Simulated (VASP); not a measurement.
Runs of VASP 6.6.1 on BP. The structure is that of space group F-43m (No. 216), or close to it. The cells are those of the table. 

| task | cell | k mesh | smearing | gap on the mesh (eV) | pressure (GPa) |
| --- | --- | --- | --- | --- | --- |
| single point | a = 3.138 Å, angles 60.0°, 2 atoms | 10 × 10 × 10 | gaussian 0.02 eV | 1.33 | 11.4 |
| single point | a = 3.297 Å, angles 60.0°, 2 atoms | 10 × 10 × 10 | gaussian 0.02 eV | 1.52 | (b) |
| single point | a = 3.204 Å, angles 60.0°, 2 atoms | 10 × 10 × 10 | gaussian 0.02 eV | 1.41 | -0.5 |
| relaxation of cell and atoms | relaxed from a = 3.209 Å, angles 60.0°, 2 atoms | 10 × 10 × 10 | gaussian 0.02 eV | 1.41 | 0.0 |
| single point | a = 3.267 Å, angles 60.0°, 2 atoms | 10 × 10 × 10 | gaussian 0.02 eV | 1.49 | -9.4 |
| single point | a = 3.209 Å, angles 60.0°, 2 atoms | 6 × 6 × 6 | gaussian 0.1 eV | (c) | -1.1 |
| single point | a = 3.235 Å, angles 60.0°, 2 atoms | 10 × 10 × 10 | gaussian 0.02 eV | (a) | -5.2 |
| single point | a = 3.105 Å, angles 60.0°, 2 atoms | 10 × 10 × 10 | gaussian 0.02 eV | 1.28 | 18.7 |
| single point | a = 3.171 Å, angles 60.0°, 2 atoms | 10 × 10 × 10 | gaussian 0.02 eV | 1.37 | 5.0 |

Alike in all rows: level r2SCAN+rVV10; potentials or basis VASP PAW PBE potentials, release 64 (B, P); no spin polarisation; cutoff (eV) 550.

Estimate the missing entries.

(a) 1.45; (b) -12.9; (c) 1.51.

Caveats: the PAW data sets were made with another functional, which shifts forces and pressure a little; the cell stands under pressure (at least some runs); the cell stands under tension (at least some runs).

A k mesh can miss the band edges.
